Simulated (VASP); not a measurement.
# CaSe: single point with LDA

The system is CaSe.

```
CELL_PARAMETERS angstrom
0.00000 3.27956 3.27956
3.27956 0.00000 3.27956
3.27956 3.27956 0.00000
ATOMIC_POSITIONS crystal
Ca 0.00000 0.00000 0.00000
Se 0.25000 0.25000 0.25000
```

```json
{
 "Program": "VASP 6.6.1",
 "Task": "single point",
 "Functional": "LDA",
 "Potentials or basis": "VASP PAW LDA potentials, release 64 (Ca_sv, Se)",
 "Cutoff": "520 eV",
 "k mesh": "6 × 6 × 6",
 "Occupations": "gaussian, width 0.01 eV",
 "Spin": "no spin polarisation",
 "Dipole correction": "no",
 "Further INCAR settings": "ALGO = Normal; EDIFF = 1e-06; NBANDS = 15"
}
```

```yaml
Pressure: -2.0 GPa
Band_gap_on_the_k_mesh: 2.95 eV (least direct gap 3.05 eV)
```

Levels at points of the mesh, in eV from the valence-band top:
```csv
k point,band 4,band 5,band 6,band 7,band 8,band 9,band 10,band 11,band 12,band 13
"(0.00, 0.00, 0.00)",-19.89,-10.36,-0.10,-0.10,-0.10,2.95,5.24,5.24,7.30,7.30
"(0.50, 0.00, 0.00)",-19.89,-10.09,-1.26,-0.01,-0.01,4.92,5.35,5.35,5.63,6.25
"(0.50, 0.50, 0.00)",-19.90,-10.01,-1.28,-0.03,-0.03,3.36,4.82,5.98,5.98,5.99
```

It took 6.7 s on 1 thread of Intel(R) Xeon(R) 6975P-C (Granite Rapids), with other jobs on the host, peak memory 0.18 GiB.

A k mesh can miss the band edges.
